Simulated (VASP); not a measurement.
A run of VASP 6.6.1 is set up as follows.

Contents of INCAR:

```
PREC     = Accurate       # precision mode
ENCUT    = 520            # plane-wave cutoff, eV
EDIFF    = 1E-8           # SCF threshold, eV
ISMEAR   = -1             # smearing method
SIGMA    = 0.01           # smearing width, eV
LREAL    = F              # projectors in reciprocal space
LASPH    = T              # aspherical terms in the spheres
NELM     = 60             # most SCF steps
ALGO     = Normal         # electronic algorithm
ISIF     = 2              # what is computed and relaxed
LWAVE    = F              # write WAVECAR
LCHARG   = F              # write CHGCAR
GGA      = PS             # functional
LEFG     = T            
NBANDS   = 24             # bands
```

KPOINTS

```
regular mesh
0
Gamma
  9 9 5
```

File POSCAR:

```
TaN
1.0
    3.1077819002      0.0000000000      0.0000000000
   -1.5538909501      2.6914180749      0.0000000000
    0.0000000000      0.0000000000      5.0144558607
Ta N
2 2
Direct
    0.0000000000      0.0000000000      0.0000000000
    0.0000000000      0.0000000000      0.5000000000
    0.3333333333      0.6666666667      0.2500000000
    0.6666666667      0.3333333333      0.7500000000
```

Potentials or basis: VASP PAW PBE potentials, release 64 (Ta_pv, N).

Launch:

```sh
$ cat potpaw_PBE.64/Ta_pv/POTCAR potpaw_PBE.64/N/POTCAR > POTCAR
$ mpirun -np 1 vasp_std > vasp.out
```

(1) What does it give for the pressure?

(2) What does it give for the band gap on the k mesh?

Answers

(1) 22.7 GPa.

(2) zero (band 16 reaches 9.71 eV, above the bottom of band 17 at 7.34 eV).

Caveat: without QUAD_EFG the Cq values of the log hold for a quadrupole moment of 1 mb, not for the nuclei; the PAW data sets were made with another functional, which shifts forces and pressure a little; spin-orbit coupling is left out, which moves the levels of the heavy elements.
